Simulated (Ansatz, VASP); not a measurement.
**HfB2: VASP beside Ansatz**

File POSCAR:

```
HfB2
1.0
    3.1400000000      0.0000000000      0.0000000000
   -1.5700000000      2.7193197679      0.0000000000
    0.0000000000      0.0000000000      3.4800000000
Hf B
1 2
Direct
    0.0000000000      0.0000000000      0.0000000000
    0.3333333333      0.6666666667      0.5000000000
    0.6666666667      0.3333333333      0.5000000000
```

INCAR.step1

```
PREC = Accurate
ENCUT = 520
ISMEAR = 0
SIGMA = 0.05
LREAL = F
LASPH = T
NELM = 60
NBANDS = 15
GGA = PE
ALGO = Normal
EDIFF = 1E-4
LWAVE = T
LCHARG = F
```

Contents of INCAR.step2:

```
PREC = Accurate
ENCUT = 520
EDIFF = 1E-8
ISMEAR = 0
SIGMA = 0.05
LREAL = F
LASPH = T
NELM = 60
ALGO = Normal
ISIF = 2
LWAVE = F
LCHARG = F
METAGGA = R2SCAN
LMIXTAU = T
LEFG = T
NBANDS = 15
ISTART = 1
```

File KPOINTS:

```
Automatic mesh
0
Gamma
  14 14 12
```

Input for Ansatz:

```yaml
crystal:
  lattice:
    - [3.14, 0.0, 0.0]
    - [-1.57, 2.7193197679, 0.0]
    - [0.0, 0.0, 3.48]
  atoms:
    - { symbol: Hf, position: [0.0, 0.0, 0.0] }
    - { symbol: B, position: [0.3333333333, 0.6666666667, 0.5] }
    - { symbol: B, position: [0.6666666667, 0.3333333333, 0.5] }
basis:
  ecutwfc: 500
  ecutrho_ratio: 4
kpoints:
  mp_grid: { grid: [14, 14, 12] }
hamiltonian:
  xc: r2scan
scf:
  occupations: { method: gaussian, width: 0.05 }
output:
  forces: true
  stress: true
  eigenvalues: true
  populations: true
  efg:
    contact_densities: true
    quadrupole_moments_barn: { Hf: 3.365, B: 0.04059 }
```

Alike in both runs: task electric field gradients; functional r2SCAN; k mesh 14 × 14 × 12; occupations gaussian, width 0.05 eV; no spin polarisation.

|  | VASP | Ansatz |
| --- | --- | --- |
| version | VASP 6.6.1 | Ansatz 0.2.0 |
| potentials or method | VASP PAW PBE potentials, release 64 (Hf_pv, B), cutoff 520 eV | scalar-relativistic, plane waves, PAW |
| valence electrons in the cell | 16 | 32 |

Ansatz gave:

```
gap on the k mesh at the Fermi level (eV)                     : none
pressure (GPa)                                                : -0.6
traceless stress, the component that is largest in VASP (GPa) : 0.39
size of Vzz on the site where it differs most (V/Å²)          : 106.0
```

Q: What did VASP give for the same quantities?

A: gap on the k mesh at the Fermi level (eV): none; pressure (GPa): -1.3; traceless stress, the component that is largest in VASP (GPa): 0.47; size of Vzz on the site where it differs most (V/Å²): 75.7.

VASP's potentials were made for PBE, not for r2SCAN. A gap of «none» marks a metal or a gap that the smearing closes. The functional is the same, so the differences come from potentials, cutoffs and numerics. VASP's potentials hold 16 valence electrons a cell and Ansatz's 32, so a difference there can come from the potentials and not from the codes.

Spin-orbit coupling is off throughout.
